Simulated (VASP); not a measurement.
Input of a VASP 6.6.1 run:

Contents of INCAR:

```
SYSTEM = AgBr
  PREC = Accurate
  ENCUT = 500
  EDIFF = 1E-8
  ISMEAR = 0
  SIGMA = 0.01
  LREAL = .FALSE.
  LASPH = .TRUE.
  NELM = 120
  ALGO = Normal
  ISIF = 3
  LWAVE = .FALSE.
  LCHARG = .TRUE.
  GGA = PS
  IBRION = 6
  NFREE = 2
  POTIM = 0.015
  NSW = 1
  GGA_COMPAT = .FALSE.
```

File KPOINTS:

```
Automatic mesh
0
G
  6 6 6
  0 0 0
```

The input POSCAR:

```
AgBr
1.0
    0.0000000000      2.8376950295      2.8376950295
    2.8376950295      0.0000000000      2.8376950295
    2.8376950295      2.8376950295      0.0000000000
Ag Br
1 1
Direct
    0.0000000000      0.0000000000      0.0000000000
    0.5000000000      0.5000000000      0.5000000000
```

Potentials or basis: VASP PAW PBE potentials, release 64 (Ag, Br).

Launch:

```console
$ cat potpaw_PBE.64/Ag/POTCAR potpaw_PBE.64/Br/POTCAR > POTCAR
$ mpirun -np 1 vasp_std > vasp.out
```

Q: Estimate the elastic constants C11, C12, C44.

A: 78, 40, 7 GPa.

Q: What does it give for the Voigt bulk modulus?

A: 52 GPa.

Q: What does it give for the highest phonon frequency at Γ, LO-TO splitting left out?

A: 87 cm⁻¹.

Elastic tensor in Voigt notation (GPa, in the Cartesian axes of the cell as first typed):
```
78 40 40  0  0  0
40 78 40  0  0  0
40 40 78  0  0  0
 0  0  0  7  0  0
 0  0  0  0  7  0
 0  0  0  0  0  7
```

Caveat: the PAW data sets were made with another functional, which shifts forces and pressure a little.
